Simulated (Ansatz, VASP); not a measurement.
## Two plane-wave programs on PbF2

The input POSCAR:

```
PbF2
1.0
    0.0000000000      2.9698500000      3.0589455000
    2.9698500000      0.0000000000      3.0589455000
    2.9698500000      2.9698500000      0.0000000000
Pb F
1 2
Direct
    0.0000000000      0.0000000000      0.0000000000
    0.2500000000      0.2500000000      0.2500000000
    0.7500000000      0.7500000000      0.7500000000
```

INCAR.step1

```
ALGO     = Normal         # electronic algorithm
EDIFF    = 1E-4           # SCF threshold, eV
ENCUT    = 520            # plane-wave cutoff, eV
GGA      = PE             # functional
ISMEAR   = 0              # smearing method
LASPH    = T              # aspherical terms in the spheres
LCHARG   = F              # write CHGCAR
LREAL    = F              # projectors in reciprocal space
LWAVE    = T              # write WAVECAR
NBANDS   = 21             # bands
NELM     = 100            # most SCF steps
PREC     = Accurate       # precision mode
SIGMA    = 0.05           # smearing width, eV
```

Contents of INCAR.step2:

```
ALGO     = Normal         # electronic algorithm
EDIFF    = 1E-6           # SCF threshold, eV
ENCUT    = 520            # plane-wave cutoff, eV
ISIF     = 2              # what is computed and relaxed
ISMEAR   = 0              # smearing method
ISTART   = 1            
LASPH    = T              # aspherical terms in the spheres
LCHARG   = F              # write CHGCAR
LMIXTAU  = T            
LREAL    = F              # projectors in reciprocal space
LWAVE    = F              # write WAVECAR
METAGGA  = R2SCAN         # meta-GGA
NBANDS   = 21             # bands
NELM     = 100            # most SCF steps
PREC     = Accurate       # precision mode
SIGMA    = 0.05           # smearing width, eV
```

Contents of KPOINTS:

```
k-points
0
Gamma
  8 8 8
```

Input for Ansatz:

```yaml
crystal:
  lattice:
    - [0.0, 2.96985, 3.0589455]
    - [2.96985, 0.0, 3.0589455]
    - [2.96985, 2.96985, 0.0]
  atoms:
    - { symbol: Pb, position: [0.0, 0.0, 0.0] }
    - { symbol: F, position: [0.25, 0.25, 0.25] }
    - { symbol: F, position: [0.75, 0.75, 0.75] }
basis:
  ecutwfc: 500
kpoints:
  mp_grid: { grid: [8, 8, 8] }
hamiltonian:
  xc: r2scan
scf:
  occupations: { method: gaussian, width: 0.05 }
output:
  forces: true
  stress: true
  eigenvalues: true
```

Change from the starting cell: strain +0.000 along x and y, +0.030 along z, atoms carried along.

Alike in both runs: task single point; functional r2SCAN; k mesh 8 × 8 × 8; occupations gaussian, width 0.05 eV; no spin polarisation.

|  | VASP | Ansatz |
| --- | --- | --- |
| version | VASP 6.6.1 | Ansatz 0.2.0 |
| potentials or method | VASP PAW PBE potentials, release 64 (Pb_d, F), cutoff 520 eV | scalar-relativistic, plane waves, PAW |
| valence electrons in the cell | 28 | 28 |

```csv
,VASP,Ansatz,Ansatz less VASP
gap on the k mesh at the Fermi level (eV),4.87,4.87,0.000
least direct gap on the mesh (eV),5.04,5.04,-0.002
pressure (GPa),-2.9,-2.8,+0.10
"traceless stress, the component that is largest in VASP (GPa)",-1.10,-1.10,-0.001
```

VASP's potentials were made for PBE, not for r2SCAN.

Neither program's run includes spin-orbit coupling.
